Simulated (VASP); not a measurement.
Write the native input for VASP 6.6.1 that does the following.

| Property | Result |
| --- | --- |
| Task | single point |
| Functional | PBE |
| Potentials or basis | VASP PAW PBE potentials, release 64 (Zr_sv, B) |
| Cutoff | 500 eV |
| k mesh | 18 × 18 × 12 |
| Occupations | gaussian, width 0.1 eV |
| Spin | no spin polarisation |
| Dipole correction | no |
| Further INCAR settings | ALGO = Normal; EDIFF = 1e-06; NBANDS = 16 |

The structure of ZrB2 lies in POSCAR:

```
ZrB2
1.0
    3.1700000000      0.0000000000      0.0000000000
   -1.5850000000      2.7453005300      0.0000000000
    0.0000000000      0.0000000000      3.5330000000
Zr B
1 2
Direct
    0.0000000000      0.0000000000      0.0000000000
    0.3333333333      0.6666666667      0.5000000000
    0.6666666667      0.3333333333      0.5000000000
```

One way to write it, as run:

INCAR

```
SYSTEM = ZrB2
PREC     = Accurate       ! precision mode
ENCUT    = 500            ! plane-wave cutoff, eV
EDIFF    = 1E-6           ! SCF threshold, eV
ISMEAR   = 0              ! smearing method
SIGMA    = 0.1            ! smearing width, eV
LREAL    = .FALSE.        ! projectors in reciprocal space
LASPH    = .TRUE.         ! aspherical terms in the spheres
NELM     = 120            ! most SCF steps
ALGO     = Normal         ! electronic algorithm
ISIF     = 2              ! what is computed and relaxed
LWAVE    = .FALSE.        ! write WAVECAR
LCHARG   = .FALSE.        ! write CHGCAR
GGA      = PE             ! functional
NBANDS   = 16             ! bands
GGA_COMPAT= .FALSE.
```

KPOINTS

```
regular mesh
0
G
  18 18 12
  0 0 0
```

Potentials or basis: VASP PAW PBE potentials, release 64 (Zr_sv, B).

The run is started by

```sh
$ cat potpaw_PBE.64/Zr_sv/POTCAR potpaw_PBE.64/B/POTCAR > POTCAR
$ mpirun -np 1 vasp_std > vasp.out
```

It gave:

The pressure is 0.9 GPa and the band gap on the k mesh is zero (band 9 reaches 11.29 eV, above the bottom of band 10 at 10.02 eV).

It took 34 s on 1 thread of Intel(R) Xeon(R) 6975P-C (Granite Rapids), on a shared host, peak memory 0.23 GiB.
